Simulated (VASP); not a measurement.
# Si4Mo2N in VASP: a series of runs, part 2 of 2

VASP 6.6.1.

### 3 Single point, PBE

The input, INCAR:

```
  PREC = Accurate
  ENCUT = 520
  EDIFF = 1E-6
  ISMEAR = 0
  SIGMA = 0.1
  LREAL = False
  LASPH = True
  NELM = 80
  ALGO = Normal
  ISIF = 2
  LWAVE = False
  LCHARG = False
  LDIPOL = True
  IDIPOL = 3
  DIPOL = 0.5 0.5 0.357
  GGA = PE
  NBANDS = 34
```

The input, KPOINTS:

```
regular mesh
0
Gamma
  8 8 1
```

The input, POSCAR:

```
Si4Mo2N
1.0
    3.2169717285      0.0000000000      0.0000000000
    0.0000000000      3.2169717285      0.0000000000
    0.0000000000      0.0000000000     21.8787970046
Si Mo N
4 2 1
Direct
    0.0000000000      0.0000000000      0.1828254085
    0.0000000000      0.0000000000      0.3015081460
    0.5000000000      0.5000000000      0.3593659936
    0.5000000000      0.5000000000      0.4743769505
    0.5000000000      0.5000000000      0.2421667772
    0.0000000000      0.0000000000      0.4192862006
    0.5000000000      0.8750000000      0.5223940893
```

Potentials or basis: VASP PAW PBE potentials, release 64 (Si, Mo_sv, N).

Started as:

```bash
> cat potpaw_PBE.64/Si/POTCAR potpaw_PBE.64/Mo_sv/POTCAR potpaw_PBE.64/N/POTCAR > POTCAR
> mpirun -np 1 vasp_std > vasp.out
```

OUTCAR:

```text
PREC = Accurate
   ENCUT = 520
   EDIFF = 1E-6
   ISMEAR = 0
   LREAL = False
   LASPH = True
   NELM = 80
   ISIF = 2
   GGA = PE

 ion  position               nearest neighbor table
   1  0.000  0.000  0.183-   2 2.60   5 2.62   5 2.62   5 2.62   5 2.62
   2  0.000  0.000  0.302-   6 2.58   1 2.60   3 2.60   3 2.60   3 2.60   3 2.60   5 2.62   5 2.62
                             5 2.62   5 2.62
   3  0.500  0.500  0.359-   4 2.52   5 2.56   2 2.60   2 2.60   2 2.60   2 2.60   6 2.63   6 2.63
                             6 2.63   6 2.63
   4  0.500  0.500  0.474-   7 1.60   7 2.27   3 2.52   6 2.57   6 2.57   6 2.57   6 2.57
   5  0.500  0.500  0.242-   3 2.56   1 2.62   1 2.62   1 2.62   1 2.62   2 2.62   2 2.62   2 2.62
                             2 2.62
   6  0.000  0.000  0.419-   4 2.57   4 2.57   4 2.57   4 2.57   2 2.58   3 2.63   3 2.63   3 2.63
                             3 2.63
[... 1109 lines left out ...]
 -----------------------------------------------------------------------------
  energy-cutoff  :      520.00
  volume of cell :      226.42
      direct lattice vectors                 reciprocal lattice vectors
     3.216971728  0.000000000  0.000000000     0.310851349  0.000000000  0.000000000
     0.000000000  3.216971728  0.000000000     0.000000000  0.310851349  0.000000000
     0.000000000  0.000000000 21.878797005     0.000000000  0.000000000  0.045706352

 POSITION                                       TOTAL-FORCE (eV/Angst)
 -----------------------------------------------------------------------------------
      0.00000      0.00000      4.00000         0.000000      0.024711      0.586239
      0.00000      0.00000      6.59664         0.000000      0.040134     -0.498390
      1.60849      1.60849      7.86250         0.000000     -0.088439     -0.211457
      1.60849      1.60849     10.37880         0.000000     -4.752064      0.282806
      1.60849      1.60849      5.29832         0.000000     -0.046968     -0.243332
      0.00000      0.00000      9.17348         0.000000      0.217248      0.056347
      1.60849      2.81485     11.42935         0.000000      4.605378      0.027787
 -----------------------------------------------------------------------------------
    total drift:                                0.000000     -0.000125      0.000263

  FREE ENERGIE OF THE ION-ELECTRON SYSTEM (eV)
  ---------------------------------------------------
  free  energy   TOTEN  =       -50.7212059402 eV

  energy  without entropy=      -50.7040156715  energy(sigma->0) =      -50.71261081

 vacuum level on the upper side and lower side of the slab         7.939         5.438
```

OSZICAR:

```text
N       E                     dE             d eps       ncg     rms          rms(c)
DAV:   1     0.349914004264E+03    0.34991E+03   -0.25610E+04  2068   0.121E+03
DAV:   2    -0.337003447782E+02   -0.38361E+03   -0.37060E+03  2138   0.309E+02
DAV:   3    -0.547133240928E+02   -0.21013E+02   -0.20034E+02  2166   0.629E+01
[... 23 lines left out ...]
DAV:  27    -0.507211966374E+02   -0.84038E-05   -0.59852E-07  1346   0.371E-03    0.142E-03
DAV:  28    -0.507212016165E+02   -0.49791E-05   -0.29160E-07  1306   0.185E-03    0.129E-03
DAV:  29    -0.507212038549E+02   -0.22384E-05   -0.98123E-08  1240   0.121E-03    0.922E-04
DAV:  30    -0.507212055938E+02   -0.17389E-05   -0.10777E-07  1254   0.120E-03    0.519E-04
DAV:  31    -0.507212059402E+02   -0.34635E-06   -0.26177E-08  1140   0.589E-04
   1 F= -.50721206E+02 E0= -.50712611E+02  d E =-.171903E-01
```

stdout:

```text
POSCAR found type information on POSCAR SiMoN
 POSCAR found :  3 types and       7 ions
 scaLAPACK will be used
 LDA part: xc-table for (Slater+PW92), standard interpolation
 POSCAR, INCAR and KPOINTS ok, starting setup
 FFT: planning ... GRIDC
 FFT: planning ... GRID_SOFT
 FFT: planning ... GRID
 WAVECAR not read
 entering main loop
```

Run time: 3.7 min. Hardware: 1 thread of Intel Xeon Platinum 8488C (Sapphire Rapids), shared host; peak memory 0.4 GiB.

Results:

```
Free energy            : -50.7212 eV
Largest force          : 4.760 eV/Å
Band gap on the k mesh : zero (an odd number of electrons rules out a gap without spin polarisation)
```

Forces on the atoms (eV/Å):
```
Si   0.000  0.025  0.586
Si   0.000  0.040 -0.498
Si   0.000 -0.088 -0.211
Si   0.000 -4.752  0.283
Mo   0.000 -0.047 -0.243
Mo   0.000  0.217  0.056
N    0.000  4.605  0.028
```

Levels at points of the mesh, in eV from the Fermi level:
```
           k point  band 20  band 21  band 22  band 23  band 24  band 25  band 26  band 27  band 28  band 29
(0.00, 0.00, 0.00)    -1.76    -1.64    -0.63    -0.15    -0.05     0.30     0.66     1.00     1.59     1.75
(0.50, 0.00, 0.00)    -2.23    -1.94    -1.77    -0.44    -0.30    -0.22    -0.16     1.54     2.41     2.51
(0.00, 0.50, 0.00)    -2.24    -1.82    -1.76    -1.36    -0.24    -0.22     0.37     1.96     2.36     3.31
(0.50, 0.50, 0.00)    -3.15    -2.32    -1.73    -1.68    -1.38     0.47     1.47     1.78     2.21     2.48
```

### 4 Single point, PBE

The input, INCAR:

```
SYSTEM = Si4Mo2N
ALGO     = Normal         ! electronic algorithm
DIPOL    = 0.5 0.5 0.355
EDIFF    = 1E-6           ! SCF threshold, eV
ENCUT    = 520            ! plane-wave cutoff, eV
GGA      = PE             ! functional
IDIPOL   = 3            
ISIF     = 2              ! what is computed and relaxed
ISMEAR   = 0              ! smearing method
LASPH    = .TRUE.         ! aspherical terms in the spheres
LCHARG   = .TRUE.         ! write CHGCAR
LDIPOL   = .TRUE.       
LELF     = .TRUE.         ! ELF
LREAL    = .FALSE.        ! projectors in reciprocal space
LVACPOTAV= .TRUE.       
LVHAR    = .TRUE.       
LWAVE    = .FALSE.        ! write WAVECAR
NBANDS   = 34             ! bands
NELM     = 100            ! most SCF steps
PREC     = Accurate       ! precision mode
SIGMA    = 0.1            ! smearing width, eV
```

The input, KPOINTS:

```
k-points
0
G
  8 8 1
  0 0 0
```

POSCAR: that of step 3 with these lines changed.

```diff
@@ -14,2 +14,2 @@
     0.0000000000      0.0000000000      0.4192862006
-    0.5000000000      0.8750000000      0.5223940893
+    0.6250000000      1.0000000000      0.5029617270
```

Started as:

```bash
> cat potpaw_PBE.64/Si/POTCAR potpaw_PBE.64/Mo_sv/POTCAR potpaw_PBE.64/N/POTCAR > POTCAR
> mpirun -np 1 vasp_std > vasp.out
```

It took 3.5 min on 1 thread of Intel Xeon Platinum 8488C (Sapphire Rapids), shared host; peak memory 0.39 GiB.

The run converged. Its results:

```yaml
Free_energy: -52.0398 eV
Largest_force: 1.535 eV/Å
Band_gap_on_the_k_mesh: zero (an odd number of electrons rules out a gap without spin polarisation)
```

Forces on the atoms (eV/Å):
```
Si  -0.030  0.000  0.561
Si   0.030  0.000 -0.725
Si  -0.176  0.000 -0.350
Si   0.299  0.000  1.505
Mo   0.123  0.000 -0.073
Mo   0.744  0.000 -0.932
N   -0.989  0.000  0.013
```

Levels at points of the mesh, in eV from the Fermi level:
```
           k point  band 22  band 23  band 24  band 25  band 26  band 27  band 28  band 29
(0.00, 0.00, 0.00)    -0.93    -0.55    -0.13    -0.11     0.58     0.92     1.61     1.70
(0.50, 0.00, 0.00)    -1.84    -0.70    -0.54    -0.29    -0.27     1.45     2.17     2.34
(0.00, 0.50, 0.00)    -1.84    -1.80    -0.39    -0.32     0.16     1.89     2.27     2.83
(0.50, 0.50, 0.00)    -1.94    -1.81    -1.71     0.57     1.66     1.88     2.40     2.87
```

### 5 Single point, PBE

The input, INCAR:

```
SYSTEM = Si4Mo2N
PREC = Accurate ; ENCUT = 520
EDIFF = 1E-6 ; ISMEAR = 0
SIGMA = 0.1 ; LREAL = .FALSE.
LASPH = .TRUE. ; NELM = 100
ALGO = Normal ; ISIF = 2
LWAVE = .FALSE. ; LCHARG = .FALSE.
LDIPOL = .TRUE. ; IDIPOL = 3
DIPOL = 0.5 0.5 0.355 ; GGA = PE
NBANDS = 34
```

The input, KPOINTS:

```
regular mesh
0
G
  8 8 1
  0 0 0
```

POSCAR: that of step 4 with these lines changed.

```diff
@@ -14,2 +14,2 @@
     0.0000000000      0.0000000000      0.4192862006
-    0.6250000000      1.0000000000      0.5029617270
+    0.8750000000      1.0000000000      0.5089540001
```

Started as:

```bash
> cat potpaw_PBE.64/Si/POTCAR potpaw_PBE.64/Mo_sv/POTCAR potpaw_PBE.64/N/POTCAR > POTCAR
> mpirun -np 1 vasp_std > vasp.out
```

Run time: 3.8 min. Hardware: 1 thread of Intel Xeon Platinum 8488C (Sapphire Rapids), shared host; peak memory 0.4 GiB.

The run converged. Its results:

| Item | Value |
| --- | --- |
| Free energy | -50.2724 eV |
| Largest force | 3.182 eV/Å |
| Band gap on the k mesh | zero (an odd number of electrons rules out a gap without spin polarisation) |

Forces on the atoms (eV/Å):
```
Si   0.057  0.000  0.608
Si  -0.030  0.000 -0.958
Si   0.094  0.000 -0.816
Si   1.624  0.000  2.736
Mo  -0.017  0.000 -0.475
Mo   0.744  0.000 -1.131
N   -2.472  0.000  0.036
```

Levels at points of the mesh, in eV from the Fermi level:
```tsv
k point	band 22	band 23	band 24	band 25	band 26	band 27
(0.00, 0.00, 0.00)	-0.60	-0.16	0.11	0.18	0.67	1.01
(0.50, 0.00, 0.00)	-1.75	-0.86	-0.21	-0.15	0.48	1.84
(0.00, 0.50, 0.00)	-1.75	-1.53	-0.20	-0.16	0.19	2.11
(0.50, 0.50, 0.00)	-1.74	-1.70	-1.25	0.73	1.08	1.63
```

### 6 The runs side by side

| cell | gap on the mesh (eV) | largest force (eV/Å) |
| --- | --- | --- |
| as given, atomic positions A | none | 0.75 |
| as given, atomic positions B | none | 4.76 |
| as given, atomic positions C | none | 1.53 |
| as given, atomic positions D | none | 3.18 |

Alike in all rows: task single point; level PBE; potentials or basis VASP PAW PBE potentials, release 64 (Si, Mo_sv, N); no spin polarisation; k mesh 8 × 8 × 1; cutoff (eV) 520; smearing gaussian 0.1 eV.

Absolute energies hang on the potentials; compare differences alone.
